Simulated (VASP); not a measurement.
# TiB2 (P6/mmm) in VASP: a series of runs

TiB2 is run at these levels: RPBE+D3(BJ), PBEsol+D3(BJ); tasks: single point.

Program: VASP 6.6.1. These are calculated values, not measurements. Logs are shortened: lines on timing, memory, paths and dates and some standing lists are left out, and cuts for length are marked.

**1. The cell of the first run**

It takes space group P6/mmm (No. 191, hexagonal). Conventional cell: a = 2.912 Å, b = 2.912 Å, c = 3.054 Å, α = 90.00°, β = 90.00°, γ = 120.00°. Ti (site symmetry 6/mmm) has 12 B at 2.27 Å and 8 Ti at 2.91 to 3.05 Å within 3.1 Å. B (site symmetry -6m2) has 3 B at 1.68 Å and 6 Ti at 2.27 Å within 2.3 Å.

**2. Single point, RPBE+D3(BJ)**

INCAR reads:

```
PREC = Accurate
ENCUT = 520
EDIFF = 1E-6
ISMEAR = -1
SIGMA = 0.05
LREAL = F
LASPH = T
NELM = 80
ALGO = Normal
ISIF = 2
LWAVE = F
LCHARG = F
GGA = RP
IVDW = 12
NBANDS = 16
```

KPOINTS reads:

```
regular mesh
0
Gamma
  10 10 8
```

POSCAR reads:

```
TiB2
1.0
    2.9119588657      0.0000000000      0.0000000000
   -1.4559794328      2.5218303525      0.0000000000
    0.0000000000      0.0000000000      3.0536505187
Ti B
1 2
Direct
    0.0000000000      0.0000000000      0.0000000000
    0.6666666667      0.3333333333      0.5000000000
    0.3333333333      0.6666666667      0.5000000000
```

Potentials or basis: VASP PAW PBE potentials, release 64 (Ti_sv, B).

The run is started by

```
> cat potpaw_PBE.64/Ti_sv/POTCAR potpaw_PBE.64/B/POTCAR > POTCAR
> mpirun -np 1 vasp_std > vasp.out
```

OUTCAR:

```text
PREC = Accurate
   ENCUT = 520
   EDIFF = 1E-6
   ISMEAR = -1
   LREAL = F
   LASPH = T
   NELM = 80
   ISIF = 2
   GGA = RP
   IVDW = 12
 IVDW          = 12

 ion  position               nearest neighbor table
   1  0.000  0.000  0.000-   2 2.27   3 2.27   2 2.27   3 2.27   3 2.27   3 2.27   2 2.27   2 2.27
                             2 2.27   2 2.27   3 2.27   3 2.27
   2  0.667  0.333  0.500-   3 1.68   3 1.68   3 1.68   1 2.27   1 2.27   1 2.27   1 2.27   1 2.27
                             1 2.27
   3  0.333  0.667  0.500-   2 1.68   2 1.68   2 1.68   1 2.27   1 2.27   1 2.27   1 2.27   1 2.27
                             1 2.27

  LATTYP: Found a hexagonal cell.
 ALAT       =     2.9119588657
 C/A-ratio  =     1.0486585352

  Lattice vectors:

 A1 = (   2.9119588657,   0.0000000000,   0.0000000000)
 A2 = (  -1.4559794328,   2.5218303525,   0.0000000000)
 A3 = (   0.0000000000,   0.0000000000,   3.0536505187)

Analysis of symmetry for initial positions (statically):
=====================================================================
 Subroutine PRICEL returns:
 Original cell was already a primitive cell.

 Routine SETGRP: Setting up the symmetry group for a
 hexagonal supercell.

 Subroutine GETGRP returns: Found 24 space group operations
 (whereof 24 operations were pure point group operations)
 out of a pool of 24 trial point group operations.

The static configuration has the point symmetry D_6h.

Analysis of symmetry for dynamics (positions and initial velocities):
=====================================================================
 Subroutine PRICEL returns:
 Original cell was already a primitive cell.

 Routine SETGRP: Setting up the symmetry group for a
 hexagonal supercell.

 Subroutine GETGRP returns: Found 24 space group operations
 (whereof 24 operations were pure point group operations)
 out of a pool of 24 trial point group operations.

The dynamic configuration has the point symmetry D_6h.

 Subroutine INISYM returns: Found 24 space group operations
 (whereof 24 operations are pure point group operations),
 and found     1 'primitive' translations

----------------------------------------------------------------------------------------

                                     Primitive cell

  volume of cell :      22.4244

[... 89 lines left out ...]
   NELM   =     80;   NELMIN=  2; NELMDL= -5     # of ELM steps
   EDIFF  = 0.1E-05   stopping-criterion for ELM
   LREAL  =      F    real-space projection
   EDIFFG = 0.1E-04   stopping-criterion for IOM
   NSW    =      0    number of steps for IOM
   IBRION =     -1    ionic relax: 0-MD 1-quasi-New 2-CG
   NFREE  =      0    steps in history (QN), initial steepest desc. (CG)
   ISIF   =      2    stress and relaxation
   ISYM   =      2    0-nonsym 1-usesym 2-fastsym
   POTIM  = 0.5000    time-step for ionic-motion
   TEBEG  =    0.0;   TEEND  =   0.0 temperature during run
   PSTRESS=    0.0 pullay stress
   NELECT =      18.0000    total number of electrons
   NUPDOWN=      -1.0000    fix difference up-down
   EMIN   =  10.00;   EMAX   =-10.00  energy-range for DOS
   EFERMI =   0.00;   METHOD = LEGACY
   ISMEAR =    -1;   SIGMA  =   0.05  broadening in eV -4-tet -1-fermi 0-gaus
   EFERMI_NEDOS =   21; number of points for ismear=-14 and -15
   IALGO  =     38    algorithm
   IMIX   =      4    mixing-type and parameters
     AMIX     =   0.40;   BMIX     =  1.00
     AMIX_MAG =   1.60;   BMIX_MAG =  1.00
  volume/ion in A,a.u.               =       7.47        50.44
  Fermi-wavevector in a.u.,A,eV,Ry     =   1.521454  2.875131 31.495073  2.314823
  Thomas-Fermi vector in A             =   2.630167
   LORBIT       =      0    0 simple, 1 ext, 2 COOP (PROOUT), +10 PAW based schemes
   GGA     = RP    functional components
   LHFCALC =     F    Hartree Fock is set to
   AEXX    =    0.0000 exact exchange contribution
   IVDW    =    12    specifies the selected vdW correction
   LEPSILON=     F    determine dielectric tensor
   LRPA    =     F    only Hartree local field effects (RPA)
 non-spin polarized calculation
  energy-cutoff  :      520.00
  volume of cell :       22.42
 maximum number of plane-waves:       624
 NGX is ok and might be reduce to    24
   NGX = 11   NGY = 11   NGZ = 11

 number of electron      17.9999998 magnetization

 Free energy of the ion-electron system (eV)
  ---------------------------------------------------
  ext. energy  EPLUGINS =         0.00000000
  ---------------------------------------------------
  free energy    TOTEN  =       -22.80897078 eV

  energy without entropy =      -22.80200971  energy(sigma->0) =      -22.80549024

 E-fermi :  11.5657     XC(G=0): -13.3761

 val. band max:       11.5548686600   @ k =   0.3000   0.2000   0.0000
 cond. band min:      11.5890426437   @ k =   0.4000   0.2000   0.0000
 fundamental gap:      0.0341739837
 Fermi energy:        11.5657134880

 k-point     1 :       0.0000    0.0000    0.0000
  band No.  band energies     occupation
      1     -45.0822      2.00000
      2     -21.3730      2.00000
      3     -20.9954      2.00000
      4     -20.9954      2.00000
      5      -2.6334      2.00000
      6       8.6309      2.00000
[... 433 lines left out ...]
      3     -21.3097      2.00000
      4     -21.1657      2.00000
      5       1.3101      2.00000
      6       2.7790      2.00000
[... 8 lines left out ...]
     15      21.7565      0.00000
     16      22.4474      0.00000

 [... further k-points ...]

------------------------ aborting loop because EDIFF is reached ----------------------------------------

 Edisp (eV)   -6.88994

 E8    (eV) :    -4.3147

  FORCE on cell =-STRESS in cart. coord.  units (eV):
  Direction    XX          YY          ZZ          XY          YZ          ZX
  --------------------------------------------------------------------------------------
  -------------------------------------------------------------------------------------
  Total       0.02295     0.02295     0.01447     0.00000    -0.00000    -0.00000
  in kB       1.63945     1.63945     1.03399     0.00000    -0.00000    -0.00000
  external pressure =        1.44 kB  Pullay stress =        0.00 kB

 VOLUME and BASIS-vectors are now :
 -----------------------------------------------------------------------------
  energy-cutoff  :      520.00
  volume of cell :       22.42
      direct lattice vectors                 reciprocal lattice vectors
     2.911958866  0.000000000  0.000000000     0.343411444  0.198268690  0.000000000
    -1.455979433  2.521830352  0.000000000     0.000000000  0.396537380  0.000000000
     0.000000000  0.000000000  3.053650519     0.000000000  0.000000000  0.327476898

 POSITION                                       TOTAL-FORCE (eV/Angst)
 -----------------------------------------------------------------------------------
      0.00000      0.00000      0.00000        -0.000000      0.000000      0.000000
      1.45598      0.84061      1.52683         0.000000      0.000000      0.000000
     -0.00000      1.68122      1.52683        -0.000000      0.000000     -0.000000
 -----------------------------------------------------------------------------------
    total drift:                               -0.000000      0.000000      0.000000

  FREE ENERGIE OF THE ION-ELECTRON SYSTEM (eV)
  ---------------------------------------------------
  free  energy   TOTEN  =       -29.6989082255 eV

  energy  without entropy=      -29.6919471577  energy(sigma->0) =      -29.69542769
```

It took 15 s on 1 thread of AMD EPYC 9R45 (Zen 5), shared host; peak memory 0.13 GiB.

What came out:

```yaml
Free_energy: -29.6989 eV
Pressure: 0.1 GPa
Band_gap_on_the_k_mesh: zero (bands 9 and 10 overlap by 0.95 eV)
Dispersion_energy_per_atom: -2.297 eV
```

Levels at points of the mesh, in eV from the Fermi level:
```csv
k point,band 6,band 7,band 8,band 9,band 10,band 11,band 12,band 13
"(0.00, 0.00, 0.00)",-2.93,-2.93,-2.34,-2.07,2.41,2.41,4.55,4.55
"(0.50, 0.00, 0.00)",-9.43,-3.44,-3.42,-2.57,1.74,3.34,3.96,3.96
"(0.00, 0.00, 0.50)",-8.09,-0.52,-0.52,-0.23,-0.23,0.60,0.60,2.33
"(0.50, 0.00, 0.50)",-7.72,-5.14,-4.24,-3.09,3.25,3.59,5.65,5.71
```

Caveat: the dispersion term is far too large for a dense solid, which distorts pressure and volume; the PAW data sets were made with another functional, which shifts forces and pressure a little.

**3. Single point, PBEsol+D3(BJ)**

This run uses another cell than the first one, of 8.15 Å³/atom.

INCAR reads:

```
SYSTEM = TiB2
PREC     = Accurate       ! precision mode
ENCUT    = 520            ! plane-wave cutoff, eV
EDIFF    = 1E-6           ! SCF threshold, eV
ISMEAR   = -1             ! smearing method
SIGMA    = 0.05           ! smearing width, eV
LREAL    = .False.        ! projectors in reciprocal space
LASPH    = .True.         ! aspherical terms in the spheres
NELM     = 100            ! most SCF steps
ALGO     = Normal         ! electronic algorithm
ISIF     = 2              ! what is computed and relaxed
LWAVE    = .False.        ! write WAVECAR
LCHARG   = .False.        ! write CHGCAR
GGA      = PS             ! functional
IVDW     = 12             ! dispersion correction
NBANDS   = 16             ! bands
```

KPOINTS reads:

```
Automatic mesh
0
Gamma
  10 10 8
  0 0 0
```

POSCAR reads:

```
TiB2
1.0
    2.9921248214      0.0000000000      0.0000000000
   -1.4960624107      2.5912561067      0.0000000000
    0.0000000000      0.0000000000      3.1517285203
Ti B
1 2
Direct
    0.0000000000      0.0000000000      0.0000000000
    0.6666666667      0.3333333333      0.5000000000
    0.3333333333      0.6666666667      0.5000000000
```

Potentials or basis: VASP PAW PBE potentials, release 64 (Ti_sv, B).

The run is started by

```
> cat potpaw_PBE.64/Ti_sv/POTCAR potpaw_PBE.64/B/POTCAR > POTCAR
> mpirun -np 1 vasp_std > vasp.out
```

OUTCAR:

```text
SYSTEM = TiB2
   PREC = Accurate
   ENCUT = 520
   EDIFF = 1E-6
   ISMEAR = -1
   LREAL = .False.
   LASPH = .True.
   NELM = 100
   ISIF = 2
   GGA = PS
   IVDW = 12
 IVDW          = 12

 ion  position               nearest neighbor table
   1  0.000  0.000  0.000-   2 2.34   3 2.34   2 2.34   3 2.34   2 2.34   2 2.34   3 2.34   3 2.34
                             2 2.34   2 2.34   3 2.34   3 2.34
   2  0.667  0.333  0.500-   3 1.73   3 1.73   3 1.73   1 2.34   1 2.34   1 2.34   1 2.34   1 2.34
                             1 2.34
   3  0.333  0.667  0.500-   2 1.73   2 1.73   2 1.73   1 2.34   1 2.34   1 2.34   1 2.34   1 2.34
                             1 2.34
[... 659 lines left out ...]
  Direction    XX          YY          ZZ          XY          YZ          ZX
  --------------------------------------------------------------------------------------
  -------------------------------------------------------------------------------------
  Total       0.08080     0.08080     0.05722     0.00000     0.00000    -0.00000
  in kB       5.29779     5.29779     3.75152     0.00000     0.00000    -0.00000
  external pressure =        4.78 kB  Pullay stress =        0.00 kB

 VOLUME and BASIS-vectors are now :
 -----------------------------------------------------------------------------
  energy-cutoff  :      520.00
  volume of cell :       24.44
      direct lattice vectors                 reciprocal lattice vectors
     2.992124821  0.000000000  0.000000000     0.334210656  0.192956612  0.000000000
    -1.496062411  2.591256107  0.000000000     0.000000000  0.385913225  0.000000000
     0.000000000  0.000000000  3.151728520     0.000000000  0.000000000  0.317286211

 POSITION                                       TOTAL-FORCE (eV/Angst)
 -----------------------------------------------------------------------------------
      0.00000      0.00000      0.00000        -0.000000      0.000000      0.000000
      1.49606      0.86375      1.57586        -0.000000      0.000000      0.000000
     -0.00000      1.72750      1.57586         0.000000     -0.000000     -0.000000
 -----------------------------------------------------------------------------------
    total drift:                               -0.000000      0.000000      0.000000

  FREE ENERGIE OF THE ION-ELECTRON SYSTEM (eV)
  ---------------------------------------------------
  free  energy   TOTEN  =       -26.9300448783 eV

  energy  without entropy=      -26.9232044647  energy(sigma->0) =      -26.92662467
```

stdout:

```text
POSCAR found type information on POSCAR TiB
 POSCAR found :  2 types and       3 ions
 scaLAPACK will be used
 -----------------------------------------------------------------------------
|                                                                             |
|                                                                             |
|     You enforced a specific xc type in the INCAR file but a different       |
|     I HOPE YOU KNOW WHAT YOU ARE DOING!                                     |
|                                                                             |
 -----------------------------------------------------------------------------

 LDA part: xc-table for (Slater+PW92), standard interpolation
 POSCAR, INCAR and KPOINTS ok, starting setup
 FFT: planning ... GRIDC
 FFT: planning ... GRID_SOFT
 FFT: planning ... GRID
 WAVECAR not read
 entering main loop
```

Wall time 16 s (1 thread of AMD EPYC 9R45 (Zen 5), shared host); peak memory 0.14 GiB.

What came out:

```yaml
Free_energy: -26.9300 eV
Pressure: 0.5 GPa
Band_gap_on_the_k_mesh: zero (bands 9 and 10 overlap by 0.78 eV)
Dispersion_energy_per_atom: -0.387 eV
```

Levels at points of the mesh, in eV from the Fermi level:
```tsv
k point	band 6	band 7	band 8	band 9	band 10	band 11	band 12	band 13
(0.00, 0.00, 0.00)	-2.70	-2.70	-2.16	-2.10	2.13	2.13	4.07	4.07
(0.50, 0.00, 0.00)	-9.19	-3.26	-3.20	-2.35	1.54	2.99	3.53	3.68
(0.00, 0.00, 0.50)	-7.72	-0.48	-0.48	-0.19	-0.19	0.53	0.53	1.99
(0.50, 0.00, 0.50)	-7.50	-4.78	-3.93	-3.07	2.84	3.20	5.03	5.06
```

Caveat: the PAW data sets were made with another functional, which shifts forces and pressure a little.

The gap in the log of VASP goes by the Fermi energy; the results here count the filled bands.